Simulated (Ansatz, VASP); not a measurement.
## Two plane-wave programs on Ge2Sb3Se

Contents of INCAR:

```
PREC = Accurate
ENCUT = 520
EDIFF = 1E-6
ISMEAR = 0
SIGMA = 0.1
LREAL = False
LASPH = True
NELM = 100
ALGO = Normal
ISIF = 2
LWAVE = False
LCHARG = False
GGA = PE
NBANDS = 34
```

Contents of KPOINTS:

```
Automatic mesh
0
Gamma
  4 4 2
```

POSCAR

```
Ge2Sb3Se
1.0
    3.9180118400      0.0000000000      0.0000000000
    0.0000000000      3.9180118400      0.0000000000
    0.0000000000      0.0000000000      8.7875226800
Ge Sb Se
2 3 1
Direct
    0.5000000000      0.0000000000      0.7344790700
    0.0000000000      0.5000000000      0.2655209300
    0.5000000000      0.0000000000      0.3861632900
    0.0000000000      0.5000000000      0.6138367100
    0.0000000000      0.0000000000      0.0000000000
    0.5000000000      0.5000000000      0.0000000000
```

Input for Ansatz:

```yaml
crystal:
  lattice:
    - [3.91801184, 0.0, 0.0]
    - [0.0, 3.91801184, 0.0]
    - [0.0, 0.0, 8.78752268]
  atoms:
    - { symbol: Ge, position: [0.5, 0.0, 0.73447907] }
    - { symbol: Ge, position: [0.0, 0.5, 0.26552093] }
    - { symbol: Sb, position: [0.5, 0.0, 0.38616329] }
    - { symbol: Sb, position: [0.0, 0.5, 0.61383671] }
    - { symbol: Sb, position: [0.0, 0.0, 0.0] }
    - { symbol: Se, position: [0.5, 0.5, 0.0] }
basis:
  ecutwfc: 420
kpoints:
  mp_grid: { grid: [4, 4, 2] }
hamiltonian:
  xc: pbe
scf:
  occupations: { method: gaussian, width: 0.1 }
  lower_state_search: "off"
output:
  forces: true
  stress: true
  eigenvalues: true
```

Change from the starting cell: species swapped into the Hf2SiAs3 type (P-4m2, No. 115).

Alike in both runs: task single point; functional PBE; k mesh 4 × 4 × 2; occupations gaussian, width 0.1 eV; no spin polarisation.

|  | VASP | Ansatz |
| --- | --- | --- |
| version | VASP 6.6.1 | Ansatz 0.2.0 |
| potentials or method | VASP PAW PBE potentials, release 64 (Ge_d, Sb, Se), cutoff 520 eV | scalar-relativistic, plane waves, PAW |
| valence electrons in the cell | 49 | 89 |

```tsv
	VASP	Ansatz	Ansatz less VASP
gap on the k mesh at the Fermi level (eV)	none	none	-
pressure (GPa)	7.4	7.5	+0.08
traceless stress, the component that is largest in VASP (GPa)	-0.34	-0.34	-0.002
rms of the force components (eV/Å)	0.252	0.251	-0.0012
```

Atom by atom the forces differ by 0.002 eV/Å (rms over components). A gap of «none» marks a metal or a gap that the smearing closes. VASP's potentials hold 49 valence electrons a cell and Ansatz's 89, so a difference there can come from the potentials and not from the codes.

The k mesh is coarse, so the values compare programs but aren't converged. Spin-orbit coupling is off throughout.
